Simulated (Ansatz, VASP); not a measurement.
# One calculation of Tc, two programs

The input POSCAR:

```
Tc
1.0
   -1.5321677503      1.5321677503      1.5321677503
    1.5321677503     -1.5321677503      1.5321677503
    1.5321677503      1.5321677503     -1.5321677503
Tc
1
Direct
    0.0000000000      0.0000000000      0.0000000000
```

File INCAR.step1:

```
SYSTEM = Tc
ALGO = Normal
EDIFF = 1E-4
ENCUT = 520
GGA = PE
ISMEAR = 0
LASPH = .TRUE.
LCHARG = .FALSE.
LREAL = .FALSE.
LWAVE = .TRUE.
NBANDS = 12
NELM = 80
PREC = Accurate
SIGMA = 0.05
```

File INCAR.step2:

```
SYSTEM = Tc
ALGO = Normal
EDIFF = 1E-7
ENCUT = 520
ISIF = 2
ISMEAR = 0
ISTART = 1
LASPH = .TRUE.
LCHARG = .TRUE.
LELF = .TRUE.
LMIXTAU = .TRUE.
LREAL = .FALSE.
LVHAR = .TRUE.
LWAVE = .FALSE.
METAGGA = R2SCAN
NBANDS = 12
NELM = 80
PREC = Accurate
SIGMA = 0.05
```

The input KPOINTS:

```
k-points
0
G
  20 20 20
  0 0 0
```

Input for Ansatz:

```yaml
crystal:
  lattice:
    - [-1.5321677503, 1.5321677503, 1.5321677503]
    - [1.5321677503, -1.5321677503, 1.5321677503]
    - [1.5321677503, 1.5321677503, -1.5321677503]
  atoms:
    - { symbol: Tc, position: [0.0, 0.0, 0.0] }
basis:
  ecutwfc: 600
  ecutrho_ratio: 5
kpoints:
  mp_grid: { grid: [20, 20, 20] }
hamiltonian:
  xc: r2scan
scf:
  occupations: { method: gaussian, width: 0.05 }
output:
  forces: true
  stress: true
  eigenvalues: true
```

Alike in both runs: task single point; functional r2SCAN; k mesh 20 × 20 × 20; occupations gaussian, width 0.05 eV; no spin polarisation.

|  | VASP | Ansatz |
| --- | --- | --- |
| version | VASP 6.6.1 | Ansatz 0.2.0 |
| potentials or method | VASP PAW PBE potentials, release 64 (Tc_pv), cutoff 520 eV | scalar-relativistic, plane waves, PAW |
| valence electrons in the cell | 13 | 15 |

|  | VASP | Ansatz | Ansatz less VASP |
| --- | --- | --- | --- |
| gap on the k mesh at the Fermi level (eV) | none | none | - |
| pressure (GPa) | 0.5 | 0.0 | -0.47 |

VASP's potentials were made for PBE, not for r2SCAN. A gap of «none» marks a metal or a gap that the smearing closes. With one functional, cell and mesh, what is left measures potentials, basis and numerics. VASP's potentials hold 13 valence electrons a cell and Ansatz's 15, so a difference there can come from the potentials and not from the codes.
